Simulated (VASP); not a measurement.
# TiAl: single point with r2SCAN+D3(BJ)

Crystal: TiAl.

```
Ti Al
1.0
     3.17906    0.00000    0.00000
     0.00000    3.17906    0.00000
     0.00000    0.00000    3.17906
Ti Al
1 1
Direct
  0.00000 0.00000 0.00000
  0.50000 0.50000 0.50000
```

| Property | Result |
| --- | --- |
| Program | VASP 6.6.1 |
| Task | single point |
| Functional | r2SCAN |
| Dispersion | D3(BJ) |
| Potentials or basis | VASP PAW PBE potentials, release 64 (Ti_sv, Al) |
| Cutoff | 550 eV |
| k mesh | 8 × 8 × 8 |
| Occupations | gaussian, width 0.1 eV |
| Spin | no spin polarisation |
| Dipole correction | no |
| Further INCAR settings | ALGO = Normal; EDIFF = 1e-06; NBANDS = 14 |

```json
{
  "Pressure": "-2.9 GPa",
  "Dispersion energy per atom": "-0.230 eV"
}
```

Levels at points of the mesh, in eV from the Fermi level:
| k point | band 5 | band 6 | band 7 | band 8 | band 9 | band 10 |
| --- | --- | --- | --- | --- | --- | --- |
| (0.00, 0.00, 0.00) | -9.85 | -1.61 | -1.61 | 2.05 | 2.05 | 2.05 |
| (0.50, 0.00, 0.00) | -6.43 | -5.59 | -0.65 | 0.29 | 0.29 | 2.27 |
| (0.50, 0.50, 0.00) | -5.22 | -2.40 | -2.40 | -1.62 | 0.88 | 0.88 |
| (0.50, 0.50, 0.50) | -3.26 | -3.26 | -3.26 | 0.94 | 2.88 | 2.88 |

Wall time 72 s on 1 thread of Intel Xeon 8259CL (shared host), peak memory 0.16 GiB.

Caveat: the PAW data sets were made with another functional, which shifts forces and pressure a little; pairwise dispersion overbinds metals, which lowers pressure and volume.
